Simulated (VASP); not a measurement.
Wanted: the native input for a VASP 6.6.1 run.

- Task: single point
- Functional: PBE
- Potentials or basis: VASP PAW PBE potentials, release 64 (Sr_sv, O)
- Cutoff: 520 eV
- k mesh: 8 × 8 × 8
- Occupations: gaussian, width 0.01 eV
- Spin: no spin polarisation
- Dipole correction: no
- Further INCAR settings: ALGO = Normal; EDIFF = 1e-07; NBANDS = 15

The structure of SrO lies in POSCAR:

```
SrO
1.0
    0.0000000000      2.5798927173      2.5798927173
    2.5798927173      0.0000000000      2.5798927173
    2.5798927173      2.5798927173      0.0000000000
Sr O
1 1
Direct
    0.5000000000      0.5000000000      0.5000000000
    0.0000000000      0.0000000000      0.0000000000
```

The input as run:

INCAR

```
SYSTEM = SrO
ALGO     = Normal         ! electronic algorithm
EDIFF    = 1E-7           ! SCF threshold, eV
ENCUT    = 520            ! plane-wave cutoff, eV
GGA      = PE             ! functional
ISIF     = 2              ! what is computed and relaxed
ISMEAR   = 0              ! smearing method
LASPH    = .TRUE.         ! aspherical terms in the spheres
LCHARG   = .FALSE.        ! write CHGCAR
LREAL    = .FALSE.        ! projectors in reciprocal space
LWAVE    = .FALSE.        ! write WAVECAR
NBANDS   = 15             ! bands
NELM     = 60             ! most SCF steps
PREC     = Accurate       ! precision mode
SIGMA    = 0.01           ! smearing width, eV
```

KPOINTS

```
k-points
0
G
  8 8 8
  0 0 0
```

Potentials or basis: VASP PAW PBE potentials, release 64 (Sr_sv, O).

The run is started by

```bash
$ cat potpaw_PBE.64/Sr_sv/POTCAR potpaw_PBE.64/O/POTCAR > POTCAR
$ mpirun -np 1 vasp_std > vasp.out
```

It gave:

| Quantity | Value |
| --- | --- |
| Pressure | 2.4 GPa |
| Band gap on the k mesh | 3.27 eV, indirect (least direct gap 3.37 eV) |

Run time: 17 s on 1 thread of AMD EPYC 7R43 64-Core Processor (Zen 3) (shared host), peak memory 0.13 GiB.
